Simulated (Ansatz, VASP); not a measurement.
# SnPb3Se4 in VASP and in Ansatz

The input INCAR:

```
PREC = Accurate ; ENCUT = 520
EDIFF = 1E-7 ; ISMEAR = 0
SIGMA = 0.1 ; LREAL = F
LASPH = T ; NELM = 60
ALGO = Normal ; ISIF = 2
LWAVE = F ; LCHARG = F
GGA = PS ; NBANDS = 50
```

The input KPOINTS:

```
regular mesh
0
Gamma
  4 4 4
```

POSCAR

```
SnPb3Se4
1.0
    6.0959750000      0.0000000000      0.0000000000
    0.0000000000     -6.0959750000      0.0000000000
    0.0000000000      0.0000000000     -6.0959750000
Sn Pb Se
1 3 4
Direct
    0.0000000000      0.5000000000      0.5000000000
    0.5000000000      0.0000000000      0.5000000000
    0.5000000000      0.5000000000      0.0000000000
    0.0000000000      0.0000000000      0.0000000000
    0.5000000000      0.0000000000      0.0000000000
    0.0000000000      0.5000000000      0.0000000000
    0.0000000000      0.0000000000      0.5000000000
    0.5000000000      0.5000000000      0.5000000000
```

Input for Ansatz:

```yaml
crystal:
  lattice:
    - [6.095975, 0.0, 0.0]
    - [0.0, -6.095975, 0.0]
    - [0.0, 0.0, -6.095975]
  atoms:
    - { symbol: Sn, position: [0.0, 0.5, 0.5] }
    - { symbol: Pb, position: [0.5, 0.0, 0.5] }
    - { symbol: Pb, position: [0.5, 0.5, 0.0] }
    - { symbol: Pb, position: [0.0, 0.0, 0.0] }
    - { symbol: Se, position: [0.5, 0.0, 0.0] }
    - { symbol: Se, position: [0.0, 0.5, 0.0] }
    - { symbol: Se, position: [0.0, 0.0, 0.5] }
    - { symbol: Se, position: [0.5, 0.5, 0.5] }
basis:
  ecutwfc: 420
kpoints:
  mp_grid: { grid: [4, 4, 4] }
hamiltonian:
  xc: pbesol
scf:
  occupations: { method: gaussian, width: 0.1 }
output:
  forces: true
  stress: true
  eigenvalues: true
```

Alike in both runs: task single point; functional PBEsol; k mesh 4 × 4 × 4; occupations gaussian, width 0.1 eV; no spin polarisation.

|  | VASP | Ansatz |
| --- | --- | --- |
| version | VASP 6.6.1 | Ansatz 0.2.0 |
| potentials or method | VASP PAW PBE potentials, release 64 (Sn_d, Pb_d, Se), cutoff 520 eV | scalar-relativistic, plane waves, PAW |
| valence electrons in the cell | 80 | 120 |

```csv
,VASP,Ansatz,Ansatz less VASP
gap on the k mesh at the Fermi level (eV),none,none,-
pressure (GPa),-0.7,-0.7,0.00
```

VASP's potentials were made for PBE, not for PBEsol. A gap of «none» marks a metal or a gap that the smearing closes. VASP's potentials hold 80 valence electrons a cell and Ansatz's 120, so a difference there can come from the potentials and not from the codes.

Spin-orbit coupling is off throughout.
